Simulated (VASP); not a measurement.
Write the native input for VASP 6.6.1 that does the following.

```yaml
Task: single point
Functional: PBE
Potentials_or_basis: VASP PAW PBE potentials, release 64 (Ge_d)
Cutoff: 520 eV
k_mesh: 8 × 8 × 8
Occupations: fermi-dirac, width 0.05 eV
Spin: no spin polarisation
Dipole_correction: no
Further_INCAR_settings: ALGO = Normal; EDIFF = 1e-06; NBANDS = 21
```

The structure of Ge lies in POSCAR:

```
Ge
1.0
    0.0000000000      2.7621613602      2.7621613602
    2.7621613602      0.0000000000      2.7621613602
    2.7621613602      2.7621613602      0.0000000000
Ge
2
Direct
    0.7500000000      0.7500000000      0.7500000000
    0.5000000000      0.5000000000      0.5000000000
```

One way to write it, as run:

INCAR

```
SYSTEM = Ge
  PREC = Accurate
  ENCUT = 520
  EDIFF = 1E-6
  ISMEAR = -1
  SIGMA = 0.05
  LREAL = .False.
  LASPH = .True.
  NELM = 100
  ALGO = Normal
  ISIF = 2
  LWAVE = .False.
  LCHARG = .True.
  GGA = PE
  LELF = .True.
  LVHAR = .True.
  NBANDS = 21
```

KPOINTS

```
regular mesh
0
Gamma
  8 8 8
  0 0 0
```

Potentials or basis: VASP PAW PBE potentials, release 64 (Ge_d).

Launch:

```console
$ cat potpaw_PBE.64/Ge_d/POTCAR > POTCAR
$ mpirun -np 1 vasp_std > vasp.out
```

It gave:

- Pressure: 9.9 GPa
- Band gap on the k mesh: 0.41 eV (least direct gap 0.71 eV)

Caveat: the cell stands under pressure; semilocal functionals underestimate gaps, and a narrow one can read as zero.

Run time: 38 s on 1 thread of Intel Xeon 8259CL, on a shared host, peak memory 0.17 GiB.
